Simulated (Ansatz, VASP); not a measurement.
# Two plane-wave programs on SiC

File INCAR:

```
SYSTEM = SiC
ALGO = Normal ; EDIFF = 1E-6
ENCUT = 600 ; GGA = PE
GGA_COMPAT = .FALSE. ; ISIF = 2
ISMEAR = 0 ; IVDW = 12
LASPH = .TRUE. ; LCHARG = .TRUE.
LELF = .TRUE. ; LREAL = .FALSE.
LVHAR = .TRUE. ; LWAVE = .FALSE.
NBANDS = 11 ; NELM = 120
PREC = Accurate ; SIGMA = 0.02
```

KPOINTS

```
k-points
0
G
  10 10 10
  0 0 0
```

The input POSCAR:

```
SiC
1.0
    0.0000000000      2.2377748764      2.2377748764
    2.2377748764      0.0000000000      2.2377748764
    2.2377748764      2.2377748764      0.0000000000
Si C
1 1
Direct
    0.0000000000      0.0000000000      0.0000000000
    0.2500000000      0.2500000000      0.2500000000
```

Input for Ansatz:

```yaml
crystal:
  lattice:
    - [0.0, 2.2377748764, 2.2377748764]
    - [2.2377748764, 0.0, 2.2377748764]
    - [2.2377748764, 2.2377748764, 0.0]
  atoms:
    - { symbol: Si, position: [0.0, 0.0, 0.0] }
    - { symbol: C, position: [0.25, 0.25, 0.25] }
basis:
  ecutwfc: 420
kpoints:
  mp_grid: { grid: [10, 10, 10] }
hamiltonian:
  xc: pbe
  dispersion: d3bj
scf:
  occupations: { method: gaussian, width: 0.02 }
output:
  forces: true
  stress: true
  eigenvalues: true
```

Alike in both runs: task single point; functional PBE; dispersion D3(BJ); k mesh 10 × 10 × 10; occupations gaussian, width 0.02 eV; no spin polarisation.

|  | VASP | Ansatz |
| --- | --- | --- |
| version | VASP 6.6.1 | Ansatz 0.2.0 |
| potentials or method | VASP PAW PBE potentials, release 64 (Si, C), cutoff 600 eV | scalar-relativistic, plane waves, PAW |
| valence electrons in the cell | 8 | 8 |

VASP gave:

- gap on the k mesh at the Fermi level (eV): 1.43
- least direct gap on the mesh (eV): 4.46
- pressure (GPa): -16.2

Problem. Estimate Ansatz's values.

Solution. gap on the k mesh at the Fermi level (eV): 1.43; least direct gap on the mesh (eV): 4.46; pressure (GPa): -16.1.
